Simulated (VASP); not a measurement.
# TiAl3 (P4mm) in VASP: notebook, part 2 of 2

VASP 6.6.1. Earlier steps stand in the parts before.

## Step 3: Single point, PBEsol

INCAR reads:

```
SYSTEM = TiAl3
PREC     = Accurate       ! precision mode
ENCUT    = 520            ! plane-wave cutoff, eV
EDIFF    = 1E-6           ! SCF threshold, eV
ISMEAR   = 0              ! smearing method
SIGMA    = 0.15           ! smearing width, eV
LREAL    = .FALSE.        ! projectors in reciprocal space
LASPH    = .TRUE.         ! aspherical terms in the spheres
NELM     = 80             ! most SCF steps
ALGO     = Fast           ! electronic algorithm
ISIF     = 2              ! what is computed and relaxed
LWAVE    = .FALSE.        ! write WAVECAR
LCHARG   = .FALSE.        ! write CHGCAR
GGA      = PS             ! functional
NBANDS   = 18             ! bands
```

KPOINTS reads:

```
Automatic mesh
0
G
  12 12 12
  0 0 0
```

POSCAR reads:

```
TiAl3
1.0
    3.9483448106      0.0000000000      0.0000000000
    0.0000000000      3.9483448106      0.0000000000
    0.0000000000      0.0000000000      3.9483448106
Ti Al
1 3
Direct
    0.0000000000      0.0000000000      0.0000000000
    0.4050234926      0.5000000000      0.0000000000
    0.4050234926      0.0000000000      0.5000000000
   -0.0949765074      0.5000000000      0.5000000000
```

Potentials or basis: VASP PAW PBE potentials, release 64 (Ti_sv, Al).

Launch:

```bash
$ cat potpaw_PBE.64/Ti_sv/POTCAR potpaw_PBE.64/Al/POTCAR > POTCAR
$ mpirun -np 1 vasp_std > vasp.out
```

OUTCAR:

```text
SYSTEM = TiAl3
   PREC = Accurate
   ENCUT = 520
   EDIFF = 1E-6
   ISMEAR = 0
   LREAL = .FALSE.
   LASPH = .TRUE.
   NELM = 80
   ISIF = 2
   GGA = PS

 ion  position               nearest neighbor table
   1  0.000  0.000  0.000-   2 2.54   3 2.54   3 2.54   2 2.54   4 2.82   4 2.82   4 2.82   4 2.82
                             2 3.07   3 3.07   3 3.07   2 3.07
   2  0.405  0.500  0.000-   1 2.54   1 2.54   4 2.79   3 2.79   4 2.79   3 2.79   3 2.79   3 2.79
                             4 2.79   4 2.79   1 3.07   1 3.07
   3  0.405  0.000  0.500-   1 2.54   1 2.54   4 2.79   2 2.79   2 2.79   2 2.79   4 2.79   2 2.79
                             4 2.79   4 2.79   1 3.07   1 3.07
   4  0.905  0.500  0.500-   2 2.79   3 2.79   2 2.79   3 2.79   2 2.79   3 2.79   2 2.79   3 2.79
[... 710 lines left out ...]
  Total        2.1692251      1.6244927      1.6244927     -0.0000000      0.0000000      0.0000000
  in kB       56.4637852     42.2846889     42.2846889     -0.0000000      0.0000000      0.0000000
  external PRESSURE =      47.0110543 kB  Pullay stress =       0.0000000 kB

 VOLUME and BASIS-vectors are now :
 -----------------------------------------------------------------------------
  energy-cutoff  :      520.00
  volume of cell :       61.55
      direct lattice vectors                 reciprocal lattice vectors
     3.948344811  0.000000000  0.000000000     0.253270686  0.000000000  0.000000000
     0.000000000  3.948344811  0.000000000     0.000000000  0.253270686  0.000000000
     0.000000000  0.000000000  3.948344811     0.000000000  0.000000000  0.253270686

 POSITION                                       TOTAL-FORCE (eV/Angst)
 -----------------------------------------------------------------------------------
      0.00000      0.00000      0.00000        -3.575927     -0.000000      0.000000
      1.59917      1.97417      0.00000         1.577307      0.000000      0.000000
      1.59917      0.00000      1.97417         1.577307     -0.000000     -0.000000
      3.57334      1.97417      1.97417         0.421313     -0.000000      0.000000
 -----------------------------------------------------------------------------------
    total drift:                               -0.005446     -0.000000     -0.000000

  FREE ENERGIE OF THE ION-ELECTRON SYSTEM (eV)
  ---------------------------------------------------
  free  energy   TOTEN  =       -21.4728696313 eV

  energy  without entropy=      -21.4478864042  energy(sigma->0) =      -21.46037802
```

OSZICAR:

```text
N       E                     dE             d eps       ncg     rms          rms(c)
DAV:   1     0.122527830760E+03    0.12253E+03   -0.91928E+03  7056   0.108E+03
DAV:   2    -0.144412662361E+02   -0.13697E+03   -0.13342E+03  7158   0.286E+02
DAV:   3    -0.231244840729E+02   -0.86832E+01   -0.85123E+01 11116   0.666E+01
[... 18 lines left out ...]
RMM:  22    -0.214728641193E+02   -0.34963E-05   -0.36504E-05  9039   0.249E-02    0.535E-03
RMM:  23    -0.214728667183E+02   -0.25990E-05   -0.24998E-05  9721   0.278E-02    0.143E-02
RMM:  24    -0.214728679222E+02   -0.12038E-05   -0.17055E-05  8736   0.187E-02    0.674E-03
RMM:  25    -0.214728689250E+02   -0.10028E-05   -0.10793E-05  8119   0.152E-02    0.509E-03
RMM:  26    -0.214728696313E+02   -0.70629E-06   -0.74902E-06  7345   0.123E-02
   1 F= -.21472870E+02 E0= -.21460378E+02  d E =-.249832E-01
```

stdout:

```text
POSCAR found type information on POSCAR TiAl
 POSCAR found :  2 types and       4 ions
 scaLAPACK will be used
 -----------------------------------------------------------------------------
|                                                                             |
|                                                                             |
|     You enforced a specific xc type in the INCAR file but a different       |
|     I HOPE YOU KNOW WHAT YOU ARE DOING!                                     |
|                                                                             |
 -----------------------------------------------------------------------------

 LDA part: xc-table for (Slater+PW92), standard interpolation
 POSCAR, INCAR and KPOINTS ok, starting setup
 FFT: planning ... GRIDC
 FFT: planning ... GRID_SOFT
 FFT: planning ... GRID
 WAVECAR not read
 entering main loop
WARNING in EDDRMM: call to ZHEGV failed, returncode =   6  3      8
WARNING in EDDRMM: call to ZHEGV failed, returncode =   8  4     13
WARNING in EDDRMM: call to ZHEGV failed, returncode =   6  3     15
WARNING in EDDRMM: call to ZHEGV failed, returncode =   6  3     14
WARNING in EDDRMM: call to ZHEGV failed, returncode =   6  3      6
```

Run time: 6.7 min. Hardware: 1 thread of AMD EPYC 9R14 (Zen 4), shared host; peak memory 0.29 GiB.

What came out:

| Quantity | Value |
| --- | --- |
| Free energy | -21.4729 eV |
| Pressure | 4.7 GPa |
| Largest force | 3.576 eV/Å |
| Band gap on the k mesh | zero (an odd number of electrons rules out a gap without spin polarisation) |

Forces on the atoms (eV/Å):
```
Ti  -3.576  0.000  0.000
Al   1.577  0.000  0.000
Al   1.577  0.000  0.000
Al   0.421  0.000  0.000
```

Levels at points of the mesh, in eV from the Fermi level:
| k point | band 8 | band 9 | band 10 | band 11 | band 12 | band 13 |
| --- | --- | --- | --- | --- | --- | --- |
| (0.00, 0.00, 0.00) | -2.13 | -2.13 | -1.77 | 0.20 | 0.24 | 0.24 |
| (0.50, 0.00, 0.00) | -2.21 | -2.21 | 0.45 | 0.69 | 0.79 | 0.79 |
| (0.00, 0.50, 0.00) | -2.17 | -2.07 | -0.02 | 0.68 | 0.83 | 1.08 |
| (0.50, 0.50, 0.00) | -4.97 | -1.29 | -1.24 | 0.65 | 0.76 | 1.23 |
| (0.00, 0.50, 0.50) | -4.84 | -1.09 | -1.09 | 0.33 | 0.87 | 1.08 |
| (0.50, 0.50, 0.50) | -4.74 | -3.44 | -3.44 | -3.30 | 0.27 | 1.14 |

Caveat: the cell differs from its parent crystal (all Al atoms moved +0.375 Å, as atom 2 towards its neighbour atom 2 (Al) at 3.948 Å); the cell stands under pressure; the PAW data sets were made with another functional, which shifts forces and pressure a little.

## Step 4: Single point, PBEsol

INCAR reads:

```
SYSTEM = TiAl3
ALGO = Fast ; EDIFF = 1E-7
ENCUT = 520 ; GGA = PS
ISIF = 2 ; ISMEAR = 0
LASPH = .True. ; LCHARG = .True.
LELF = .True. ; LREAL = .False.
LVHAR = .True. ; LWAVE = .False.
NBANDS = 18 ; NELM = 60
PREC = Accurate ; SIGMA = 0.15
```

KPOINTS reads:

```
k-points
0
Gamma
  12 12 12
  0 0 0
```

POSCAR reads:

```
TiAl3
1.0
    3.9483448106      0.0000000000      0.0000000000
    0.0000000000      3.9483448106      0.0000000000
    0.0000000000      0.0000000000      3.9483448106
Ti Al
1 3
Direct
    0.0000000000      0.0000000000      0.0000000000
    0.5633176716      0.5000000000      0.0000000000
    0.5633176716      0.0000000000      0.5000000000
    0.0633176716      0.5000000000      0.5000000000
```

Launch:

```bash
$ cat potpaw_PBE.64/Ti_sv/POTCAR potpaw_PBE.64/Al/POTCAR > POTCAR
$ mpirun -np 1 vasp_std > vasp.out
```

Wall time 8.3 min (1 thread of AMD EPYC 9R14 (Zen 4), shared host); peak memory 0.29 GiB.

The run converged. Its results:

| Item | Value |
| --- | --- |
| Free energy | -21.8414 eV |
| Pressure | 2.2 GPa |
| Largest force | 2.340 eV/Å |
| Band gap on the k mesh | zero (an odd number of electrons rules out a gap without spin polarisation) |

Forces on the atoms (eV/Å):
```
Ti   2.340  0.000  0.000
Al  -1.035  0.000  0.000
Al  -1.035  0.000  0.000
Al  -0.270  0.000  0.000
```

Stress tensor (GPa, compression positive):
```
2.70 0.00 0.00
0.00 1.95 0.00
0.00 0.00 1.95
```

Levels at points of the mesh, in eV from the Fermi level:
```csv
k point,band 7,band 8,band 9,band 10,band 11,band 12,band 13,band 14
"(0.00, 0.00, 0.00)",-3.14,-2.16,-2.16,-1.99,0.17,0.19,0.19,0.71
"(0.50, 0.00, 0.00)",-2.26,-2.25,-2.25,0.42,0.72,0.76,0.76,1.40
"(0.00, 0.50, 0.00)",-2.27,-2.20,-2.19,0.12,0.82,0.88,0.97,1.13
"(0.50, 0.50, 0.00)",-6.10,-5.03,-1.28,-1.26,0.63,0.81,1.18,1.18
"(0.00, 0.50, 0.50)",-6.11,-4.97,-1.19,-1.19,0.43,0.87,1.12,1.46
"(0.50, 0.50, 0.50)",-5.12,-4.86,-3.48,-3.48,-3.42,0.22,1.18,1.28
```

Caveat: the cell differs from its parent crystal (all Al atoms moved -0.250 Å, as atom 2 towards its neighbour atom 2 (Al) at 3.948 Å); the PAW data sets were made with another functional, which shifts forces and pressure a little.

## Step 5: Overview

```tsv
cell	further INCAR settings	gap on the mesh (eV)	pressure (GPa)	largest force (eV/Å)
as given, atomic positions A	ALGO = Fast; EDIFF = 1e-06; NBANDS = 18	none	8.0	4.89
as given, atomic positions B	ALGO = Fast; EDIFF = 1e-06; NBANDS = 18	none	4.7	3.58
as given, atomic positions C	ALGO = Fast; EDIFF = 1e-07; NBANDS = 18	none	2.2	2.34
```

Alike in all rows: task single point; level PBEsol; potentials or basis VASP PAW PBE potentials, release 64 (Ti_sv, Al); no spin polarisation; k mesh 12 × 12 × 12; cutoff (eV) 520; smearing gaussian 0.15 eV.

Caveats: the PAW data sets were made with another functional, which shifts forces and pressure a little; the cell stands under pressure (at least some runs).

Total energies depend on the potentials used, so only differences within one code and one set of settings carry meaning.
